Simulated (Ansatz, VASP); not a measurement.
## One calculation of Hf, two programs

POSCAR

```
Hf
1.0
    0.0000000000      2.2200000000      2.3976000000
    2.2200000000      0.0000000000      2.3976000000
    2.2200000000      2.2200000000      0.0000000000
Hf
1
Direct
    0.0000000000      0.0000000000      0.0000000000
```

File INCAR.step1:

```
SYSTEM = Hf
ALGO = Normal
EDIFF = 1E-4
ENCUT = 520
GGA = PE
ISMEAR = 0
LASPH = .True.
LCHARG = .False.
LREAL = .False.
LWAVE = .True.
NBANDS = 11
NELM = 60
PREC = Accurate
SIGMA = 0.15
```

File INCAR.step2:

```
SYSTEM = Hf
ALGO = Normal
EDIFF = 1E-7
ENCUT = 520
ISIF = 2
ISMEAR = 0
ISTART = 1
LASPH = .True.
LCHARG = .False.
LMIXTAU = .True.
LREAL = .False.
LWAVE = .False.
METAGGA = R2SCAN
NBANDS = 11
NELM = 60
PREC = Accurate
SIGMA = 0.15
```

The input KPOINTS:

```
k-points
0
Gamma
  18 18 18
  0 0 0
```

Input for Ansatz:

```yaml
crystal:
  lattice:
    - [0.0, 2.22, 2.3976]
    - [2.22, 0.0, 2.3976]
    - [2.22, 2.22, 0.0]
  atoms:
    - { symbol: Hf, position: [0.0, 0.0, 0.0] }
basis:
  ecutwfc: 500
kpoints:
  mp_grid: { grid: [18, 18, 18] }
hamiltonian:
  xc: r2scan
scf:
  occupations: { method: gaussian, width: 0.15 }
output:
  forces: true
  stress: true
  eigenvalues: true
```

Change from the starting cell: strain +0.000 along x and y, +0.080 along z, atoms carried along.

Alike in both runs: task single point; functional r2SCAN; k mesh 18 × 18 × 18; occupations gaussian, width 0.15 eV; no spin polarisation.

```csv
,VASP,Ansatz
version,VASP 6.6.1,Ansatz 0.2.0
potentials or method,"VASP PAW PBE potentials, release 64 (Hf_pv), cutoff 520 eV","scalar-relativistic, plane waves, PAW"
valence electrons in the cell,10,26
```

VASP gave:

| Quantity | Value |
| --- | --- |
| gap on the k mesh at the Fermi level (eV) | none |
| pressure (GPa) | -5.5 |
| traceless stress, the component that is largest in VASP (GPa) | -2.85 |

Question: Which values does Ansatz return?

Answer: gap on the k mesh at the Fermi level (eV): none; pressure (GPa): -4.9; traceless stress, the component that is largest in VASP (GPa): -2.84.

VASP's potentials were made for PBE, not for r2SCAN. A gap of «none» marks a metal or a gap that the smearing closes. The functional is the same, so the differences come from potentials, cutoffs and numerics. VASP's potentials hold 10 valence electrons a cell and Ansatz's 26, so a difference there can come from the potentials and not from the codes.

Neither program's run includes spin-orbit coupling.
